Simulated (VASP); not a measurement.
# Hf4Ta in VASP: notebook

The runs below take Hf4Ta through single point, relaxation of cell and atoms, with PBE.

Everything below comes from runs of VASP 6.6.1. Logs are shortened: lines on timing, memory, paths and dates and some standing lists are left out, and cuts for length are marked.

### 1 The cell of the first run

The typed cell holds 5 atoms: a = 5.530 Å, b = 5.530 Å, c = 5.530 Å, α = 109.47°, β = 109.47°, γ = 109.47°.

The cell was built from a structure type or drawn by symmetry, and may not be a known phase.

### 2 Single point, PBE

The input, INCAR:

```
SYSTEM = Hf4Ta
  ALGO = Normal
  EDIFF = 1E-7
  ENCUT = 520
  GGA = PE
  ISIF = 2
  ISMEAR = 0
  LASPH = .TRUE.
  LCHARG = .FALSE.
  LREAL = .FALSE.
  LWAVE = .FALSE.
  NBANDS = 34
  NELM = 100
  PREC = Accurate
  SIGMA = 0.1
```

The input, KPOINTS:

```
k-points
0
G
  4 4 4
  0 0 0
```

The input, POSCAR:

```
Hf4Ta
1.0
   -3.1927997624      3.1927997624      3.1927997624
    3.1927997624     -3.1927997624      3.1927997624
    3.1927997624      3.1927997624     -3.1927997624
Hf Ta
4 1
Direct
    0.4999789808      0.4999789808      0.4999789808
    0.5000210192      0.0000000000      0.0000000000
    0.0000000000      0.0000000000      0.5000210192
    0.0000000000      0.5000210192      0.0000000000
    0.0000000000      0.0000000000      0.0000000000
```

Potentials or basis: VASP PAW PBE potentials, release 64 (Hf_pv, Ta_pv).

Command:

```console
$ cat potpaw_PBE.64/Hf_pv/POTCAR potpaw_PBE.64/Ta_pv/POTCAR > POTCAR
$ mpirun -np 1 vasp_std > vasp.out
```

OUTCAR:

```text
SYSTEM = Hf4Ta
   EDIFF = 1E-7
   ENCUT = 520
   GGA = PE
   ISIF = 2
   ISMEAR = 0
   LASPH = .TRUE.
   LREAL = .FALSE.
   NELM = 100
   PREC = Accurate

 ion  position               nearest neighbor table
   1  0.500  0.500  0.500-   5 2.76   5 2.77   4 3.19   2 3.19   2 3.19   3 3.19   4 3.19   3 3.19

   2  0.500  0.000  0.000-   5 2.76   5 2.77   1 3.19   4 3.19   1 3.19   3 3.19   4 3.19   3 3.19

   3  0.000  0.000  0.500-   5 2.76   5 2.77   1 3.19   2 3.19   2 3.19   4 3.19   4 3.19   1 3.19

   4  0.000  0.500  0.000-   5 2.76   5 2.77   1 3.19   2 3.19   2 3.19   3 3.19   3 3.19   1 3.19

   5  0.000  0.000  0.000-   1 2.76   2 2.76   3 2.76   4 2.76   4 2.77   3 2.77   2 2.77   1 2.77

  LATTYP: Found a body centered cubic cell.
 ALAT       =     6.3855995248

  Lattice vectors:

 A1 = (  -3.1927997624,   3.1927997624,   3.1927997624)
 A2 = (   3.1927997624,  -3.1927997624,   3.1927997624)
 A3 = (   3.1927997624,   3.1927997624,  -3.1927997624)

Analysis of symmetry for initial positions (statically):
=====================================================================
 Subroutine PRICEL returns:
 Original cell was already a primitive cell.

 Routine SETGRP: Setting up the symmetry group for a
 body centered cubic supercell.

 Subroutine GETGRP returns: Found 24 space group operations
 (whereof 24 operations were pure point group operations)
 out of a pool of 48 trial point group operations.

The static configuration has the point symmetry T_d .

Analysis of symmetry for dynamics (positions and initial velocities):
=====================================================================
 Subroutine PRICEL returns:
 Original cell was already a primitive cell.

 Routine SETGRP: Setting up the symmetry group for a
 body centered cubic supercell.

 Subroutine GETGRP returns: Found 24 space group operations
 (whereof 24 operations were pure point group operations)
 out of a pool of 48 trial point group operations.

The dynamic configuration has the point symmetry T_d .

 Subroutine INISYM returns: Found 24 space group operations
 (whereof 24 operations are pure point group operations),
 and found     1 'primitive' translations

----------------------------------------------------------------------------------------

                                     Primitive cell

  volume of cell :     130.1892

  direct lattice vectors                    reciprocal lattice vectors
    -3.192799762  3.192799762  3.192799762     0.000000000  0.156602367  0.156602367
     3.192799762 -3.192799762  3.192799762     0.156602367  0.000000000  0.156602367
     3.192799762  3.192799762 -3.192799762     0.156602367  0.156602367  0.000000000

  length of vectors
     5.530091407  5.530091407  5.530091407     0.221469191  0.221469191  0.221469191

  position of ions in fractional coordinates (direct lattice)
     0.499978981  0.499978981  0.499978981
     0.500021019  0.000000000  0.000000000
     0.000000000  0.000000000  0.500021019
     0.000000000  0.500021019  0.000000000
     0.000000000  0.000000000  0.000000000

  ion indices of the primitive-cell ions
   primitive index   ion index
                 1           1
                 2           2
                 3           3
                 4           4
                 5           5

----------------------------------------------------------------------------------------

 KPOINTS: k-points

Automatic generation of k-mesh.
 Grid dimensions read from file:
 generate k-points for:    4    4    4

 Generating k-lattice:

  Cartesian coordinates                     Fractional coordinates (reciprocal lattice)
     0.000000000  0.039150592  0.039150592     0.250000000  0.000000000  0.000000000
     0.039150592  0.000000000  0.039150592     0.000000000  0.250000000  0.000000000
     0.039150592  0.039150592  0.000000000     0.000000000  0.000000000  0.250000000

  Length of vectors
     0.055367298  0.055367298  0.055367298

  Shift w.r.t. Gamma in fractional coordinates (k-lattice)
     0.000000000  0.000000000  0.000000000

 Subroutine IBZKPT returns following result:
 ===========================================

 Found      8 irreducible k-points:

 Following reciprocal coordinates:
            Coordinates               Weight
  0.000000  0.000000  0.000000      1.000000
  0.250000  0.000000  0.000000     12.000000
  0.500000  0.000000  0.000000      6.000000
  0.250000  0.250000  0.000000     24.000000
  0.250000  0.250000  0.250000      2.000000
 -0.250000  0.250000  0.250000      6.000000
  0.500000  0.500000  0.250000     12.000000
  0.500000  0.500000  0.500000      1.000000
   k-points           NKPTS =      8   k-points in BZ     NKDIM =      8   number of bands    NBANDS=     34
   number of dos      NEDOS =    301   number of ions     NIONS =      5
   total plane-waves  NPLWV =  74088
   dimension x,y,z NGX =    42 NGY =   42 NGZ =   42
   dimension x,y,z NGXF=    84 NGYF=   84 NGZF=   84
   ions per type =               4   1
   NGX,Y,Z   is equivalent  to a cutoff of  12.63, 12.63, 12.63 a.u.
   NGXF,Y,Z  is equivalent  to a cutoff of  25.25, 25.25, 25.25 a.u.
 SYSTEM =  Hf4Ta
   PREC   = accura    normal or accurate (medium, high low for compatibility)
   ISTART =      0    job   : 0-new  1-cont  2-samecut
   ICHARG =      2    charge: 1-file 2-atom 10-const
   ISPIN  =      1    spin polarized calculation?
   LNONCOLLINEAR =      F non collinear calculations
   LSORBIT =      F    spin-orbit coupling
   LASPH  =      T    aspherical Exc in radial PAW
   ENCUT  =  520.0 eV  38.22 Ry    6.18 a.u.  10.28 10.28 10.28*2*pi/ulx,y,z
   NELM   =    100;   NELMIN=  2; NELMDL= -5     # of ELM steps
   EDIFF  = 0.1E-06   stopping-criterion for ELM
   LREAL  =      F    real-space projection
   EDIFFG = 0.1E-05   stopping-criterion for IOM
   NSW    =      0    number of steps for IOM
   IBRION =     -1    ionic relax: 0-MD 1-quasi-New 2-CG
   NFREE  =      0    steps in history (QN), initial steepest desc. (CG)
   ISIF   =      2    stress and relaxation
   ISYM   =      2    0-nonsym 1-usesym 2-fastsym
   POTIM  = 0.5000    time-step for ionic-motion
   TEBEG  =    0.0;   TEEND  =   0.0 temperature during run
   PSTRESS=    0.0 pullay stress
   NELECT =      51.0000    total number of electrons
   NUPDOWN=      -1.0000    fix difference up-down
   EMIN   =  10.00;   EMAX   =-10.00  energy-range for DOS
   EFERMI =   0.00;   METHOD = LEGACY
   ISMEAR =     0;   SIGMA  =   0.10  broadening in eV -4-tet -1-fermi 0-gaus
   EFERMI_NEDOS =   21; number of points for ismear=-14 and -15
   IALGO  =     38    algorithm
   IMIX   =      4    mixing-type and parameters
     AMIX     =   0.40;   BMIX     =  1.00
     AMIX_MAG =   1.60;   BMIX_MAG =  1.00
  volume/ion in A,a.u.               =      26.04       175.71
  Fermi-wavevector in a.u.,A,eV,Ry     =   1.197861  2.263630 19.522615  1.434872
  Thomas-Fermi vector in A             =   2.333765
   LORBIT       =      0    0 simple, 1 ext, 2 COOP (PROOUT), +10 PAW based schemes
   GGA     = PE    functional components
   LHFCALC =     F    Hartree Fock is set to
   AEXX    =    0.0000 exact exchange contribution
   IVDW    =     0    specifies the selected vdW correction
   LEPSILON=     F    determine dielectric tensor
   LRPA    =     F    only Hartree local field effects (RPA)
 non-spin polarized calculation
 Gauss-broadening in eV      SIGMA  =   0.10
  energy-cutoff  :      520.00
  volume of cell :      130.19
 maximum number of plane-waves:      3544
 NGX is ok and might be reduce to    42
   NGX = 21   NGY = 21   NGZ = 21

 number of electron      50.9999985 magnetization

 Free energy of the ion-electron system (eV)
  ---------------------------------------------------
  ext. energy  EPLUGINS =         0.00000000
  ---------------------------------------------------
  free energy    TOTEN  =       -46.51506610 eV

  energy without entropy =      -46.46163562  energy(sigma->0) =      -46.48835086

 E-fermi :   3.4393     XC(G=0): -10.4413

 val. band max:        3.4107005654   @ k =   0.2500   0.2500   0.0000
 cond. band min:       3.4413182089   @ k =   0.2500   0.2500   0.0000
 fundamental gap:      0.0306176436
 Fermi energy:         3.4393069831

 k-point     1 :       0.0000    0.0000    0.0000
  band No.  band energies     occupation
      1     -30.1340      2.00000
      2     -30.1340      2.00000
      3     -30.1340      2.00000
      4     -27.4080      2.00000
      5     -27.4080      2.00000
      6     -27.4080      2.00000
[... 26 lines left out ...]
     33       6.4424      0.00000
     34       6.4427      0.00000

 k-point     2 :       0.2500    0.0000    0.0000
  band No.  band energies     occupation
      1     -30.1319      2.00000
      2     -30.0974      2.00000
      3     -30.0649      2.00000
      4     -27.3915      2.00000
      5     -27.3864      2.00000
      6     -27.3483      2.00000
[... 26 lines left out ...]
     33       5.7062      0.00000
     34       6.6764      0.00000

 k-point     3 :       0.5000    0.0000    0.0000
  band No.  band energies     occupation
      1     -30.1299      2.00000
      2     -30.0596      2.00000
      3     -29.9909      2.00000
      4     -27.3951      2.00000
      5     -27.3624      2.00000
      6     -27.2425      2.00000
[... 26 lines left out ...]
     33       5.6484      0.00000
     34       6.0395      0.00000

 k-point     4 :       0.2500    0.2500    0.0000
  band No.  band energies     occupation
      1     -30.1099      2.00000
      2     -30.0611      2.00000
      3     -30.0117      2.00000
      4     -27.3708      2.00000
      5     -27.3252      2.00000
      6     -27.3079      2.00000
[... 26 lines left out ...]
     33       5.8885      0.00000
     34       6.2112      0.00000

 k-point     5 :       0.2500    0.2500    0.2500
  band No.  band energies     occupation
      1     -30.0607      2.00000
      2     -30.0607      2.00000
      3     -30.0607      2.00000
      4     -27.2283      2.00000
      5     -27.2283      2.00000
      6     -27.2283      2.00000
[... 26 lines left out ...]
     33       5.5854      0.00000
     34       5.5885      0.00000

 k-point     6 :      -0.2500    0.2500    0.2500
  band No.  band energies     occupation
      1     -30.0647      2.00000
      2     -30.0615      2.00000
      3     -30.0615      2.00000
      4     -27.4321      2.00000
      5     -27.3485      2.00000
      6     -27.3485      2.00000
[... 26 lines left out ...]
     33       6.0963      0.00000
     34       6.6029      0.00000

 k-point     7 :       0.5000    0.5000    0.2500
  band No.  band energies     occupation
      1     -30.0614      2.00000
      2     -30.0244      2.00000
      3     -29.9894      2.00000
      4     -27.4290      2.00000
      5     -27.3925      2.00000
      6     -27.3570      2.00000
[... 26 lines left out ...]
     33       5.9913      0.00000
     34       6.1392      0.00000

 k-point     8 :       0.5000    0.5000    0.5000
  band No.  band energies     occupation
      1     -29.9879      2.00000
      2     -29.9879      2.00000
      3     -29.9879      2.00000
      4     -27.4560      2.00000
      5     -27.4560      2.00000
      6     -27.3930      2.00000
[... 26 lines left out ...]
     33       5.9017      0.00000
     34       5.9028      0.00000

------------------------ aborting loop because EDIFF is reached ----------------------------------------

  FORCE on cell =-STRESS in cart. coord.  units (eV):
  Direction    XX          YY          ZZ          XY          YZ          ZX
  --------------------------------------------------------------------------------------
  -------------------------------------------------------------------------------------
  Total       -0.2168295     -0.2168295     -0.2168295      0.0000000     -0.0000000      0.0000000
  in kB       -2.6684185     -2.6684185     -2.6684185      0.0000000     -0.0000000      0.0000000
  external PRESSURE =      -2.6684185 kB  Pullay stress =       0.0000000 kB

 VOLUME and BASIS-vectors are now :
 -----------------------------------------------------------------------------
  energy-cutoff  :      520.00
  volume of cell :      130.19
      direct lattice vectors                 reciprocal lattice vectors
    -3.192799762  3.192799762  3.192799762     0.000000000  0.156602367  0.156602367
     3.192799762 -3.192799762  3.192799762     0.156602367  0.000000000  0.156602367
     3.192799762  3.192799762 -3.192799762     0.156602367  0.156602367  0.000000000

 POSITION                                       TOTAL-FORCE (eV/Angst)
 -----------------------------------------------------------------------------------
      1.59633      1.59633      1.59633         0.000346      0.000346      0.000346
     -1.59647      1.59647      1.59647         0.000346     -0.000346     -0.000346
      1.59647      1.59647     -1.59647        -0.000346     -0.000346      0.000346
      1.59647     -1.59647      1.59647        -0.000346      0.000346     -0.000346
      0.00000      0.00000      0.00000        -0.000000      0.000000      0.000000
 -----------------------------------------------------------------------------------
    total drift:                               -0.000000     -0.000000     -0.000000

  FREE ENERGIE OF THE ION-ELECTRON SYSTEM (eV)
  ---------------------------------------------------
  free  energy   TOTEN  =       -46.5150660990 eV

  energy  without entropy=      -46.4616356161  energy(sigma->0) =      -46.48835086
```

Run time: 40 s. Hardware: 1 thread of AMD EPYC 9R45 (Zen 5), shared host; peak memory 0.22 GiB.

Results:

```yaml
Free_energy: -46.5151 eV
Pressure: -0.3 GPa
Band_gap_on_the_k_mesh: zero (an odd number of electrons rules out a gap without spin polarisation)
```

Levels at points of the mesh, in eV from the Fermi level:
```csv
k point,band 23,band 24,band 25,band 26,band 27,band 28
"(0.00, 0.00, 0.00)",-1.27,-1.27,0.96,0.96,0.96,2.76
"(0.50, 0.00, 0.00)",-0.69,-0.38,-0.38,0.08,0.17,0.48
"(0.50, 0.50, 0.50)",-0.74,-0.74,-0.43,-0.43,-0.43,0.82
```

Caveat: spin-orbit coupling is left out, which moves the levels of the heavy elements.

### 3 Single point, PBE

The input, INCAR:

```
  ALGO = Fast
  EDIFF = 1E-6
  ENCUT = 520
  GGA = PE
  ISIF = 2
  ISMEAR = 0
  LASPH = T
  LCHARG = F
  LREAL = F
  LWAVE = F
  NBANDS = 34
  NELM = 80
  PREC = Accurate
  SIGMA = 0.1
```

The input, KPOINTS:

```
k-points
0
Gamma
  8 8 8
```

The input, POSCAR:

```
Hf4Ta
1.0
   -3.1927997624      3.1927997624      3.1927997624
    3.1927997624     -3.1927997624      3.1927997624
    3.1927997624      3.1927997624     -3.1927997624
Hf Ta
4 1
Direct
    0.5000000000      0.5000000000      0.5000000000
    0.5000000000      0.0000000000      0.0000000000
    0.0000000000      0.0000000000      0.5000000000
    0.0000000000      0.5000000000      0.0000000000
    0.0000000000      0.0000000000      0.0000000000
```

Potentials or basis: VASP PAW PBE potentials, release 64 (Hf_pv, Ta_pv).

Command:

```console
$ cat potpaw_PBE.64/Hf_pv/POTCAR potpaw_PBE.64/Ta_pv/POTCAR > POTCAR
$ mpirun -np 1 vasp_std > vasp.out
```

Wall time 2.6 min (1 thread of AMD EPYC 9R45 (Zen 5), shared host); peak memory 0.28 GiB.

It converged, with:

```
Free energy            : -46.4940 eV
Pressure               : -0.3 GPa
Band gap on the k mesh : zero (an odd number of electrons rules out a gap without spin polarisation)
```

Levels at points of the mesh, in eV from the Fermi level:
```
           k point  band 23  band 24  band 25  band 26  band 27  band 28  band 29  band 30
(0.00, 0.00, 0.00)    -1.29    -1.29     0.94     0.94     0.94     2.74     2.74     2.74
(0.50, 0.00, 0.00)    -0.71    -0.41    -0.40     0.07     0.14     0.46     0.49     0.63
(0.50, 0.50, 0.50)    -0.76    -0.76    -0.45    -0.45    -0.45     0.81     0.81     0.81
```

Caveat: spin-orbit coupling is left out, which moves the levels of the heavy elements.

### 4 Relaxation of cell and atoms, PBE

The input, INCAR:

```
SYSTEM = Hf4Ta
PREC     = Accurate       ! precision mode
ENCUT    = 600            ! plane-wave cutoff, eV
EDIFF    = 1E-7           ! SCF threshold, eV
ISMEAR   = 0              ! smearing method
SIGMA    = 0.1            ! smearing width, eV
LREAL    = .False.        ! projectors in reciprocal space
LASPH    = .True.         ! aspherical terms in the spheres
NELM     = 60             ! most SCF steps
ALGO     = Fast           ! electronic algorithm
ISIF     = 3              ! what is computed and relaxed
LWAVE    = .False.        ! write WAVECAR
LCHARG   = .False.        ! write CHGCAR
GGA      = PE             ! functional
IBRION   = 2              ! ionic algorithm
NSW      = 100            ! ionic steps
EDIFFG   = -0.01          ! ionic threshold
```

The input, KPOINTS:

```
regular mesh
0
Gamma
  8 8 8
  0 0 0
```

POSCAR is that of step 3.

Command:

```console
$ cat potpaw_PBE.64/Hf_pv/POTCAR potpaw_PBE.64/Ta_pv/POTCAR > POTCAR
$ mpirun -np 1 vasp_std > vasp.out
```

Run time: 7.3 min. Hardware: 1 thread of AMD EPYC 9R45 (Zen 5), shared host; peak memory 0.38 GiB.

It converged, with:

| Item | Value |
| --- | --- |
| Free energy | -46.4955 eV |
| Relaxed volume | 25.93 Å³/atom |
| Relaxed cell | a = 5.523 Å, b = 5.523 Å, c = 5.523 Å, α = 109.47°, β = 109.47°, γ = 109.47° |
| Space group after relaxing (to 0.1 Å) | Im-3m (No. 229) |
| Energy gained by relaxing | 0.1 meV/atom |
| Ionic steps | 3 |
| Pressure after relaxing | 0.0 GPa |
| Band gap on the k mesh | zero (an odd number of electrons rules out a gap without spin polarisation) |

The path:
| step | energy change (eV) | largest force (eV/Å) | pressure (GPa) | volume (Å³) |
| --- | --- | --- | --- | --- |
| 1 | 0.0000 | 0.0000 | -0.33 | 130.19 |
| 2 | -0.0001 | 0.0000 | 0.31 | 129.18 |
| 3 | -0.0005 | 0.0000 | 0.00 | 129.67 |

Final structure:
```
Hf Ta
1.0
    -3.18853    3.18853    3.18853
     3.18853   -3.18853    3.18853
     3.18853    3.18853   -3.18853
Hf Ta
4 1
Direct
  0.50000 0.50000 0.50000
  0.50000 0.00000 0.00000
  0.00000 0.00000 0.50000
  0.00000 0.50000 0.00000
  0.00000 0.00000 0.00000
```

Levels at points of the mesh, in eV from the Fermi level:
| k point | band 24 | band 25 | band 26 | band 27 | band 28 | band 29 |
| --- | --- | --- | --- | --- | --- | --- |
| (0.00, 0.00, 0.00) | -1.30 | 0.94 | 0.94 | 0.94 | 2.76 | 2.76 |
| (0.50, 0.00, 0.00) | -0.41 | -0.40 | 0.07 | 0.14 | 0.46 | 0.49 |
| (0.50, 0.50, 0.50) | -0.76 | -0.45 | -0.45 | -0.45 | 0.82 | 0.82 |

Caveat: spin-orbit coupling is left out, which moves the levels of the heavy elements.

### 5 Overview

```csv
task,cell,k mesh,cutoff (eV),gap on the mesh (eV),pressure (GPa)
single point,as given,4 × 4 × 4,520,none,-0.3
single point,as given,8 × 8 × 8,520,none,-0.3
relaxation of cell and atoms,relaxed,8 × 8 × 8,600,none,0.0
```

Alike in all rows: level PBE; potentials or basis VASP PAW PBE potentials, release 64 (Hf_pv, Ta_pv); no spin polarisation; smearing gaussian 0.1 eV.

Caveats: spin-orbit coupling is left out, which moves the levels of the heavy elements.

Absolute energies hang on the potentials; compare differences alone.
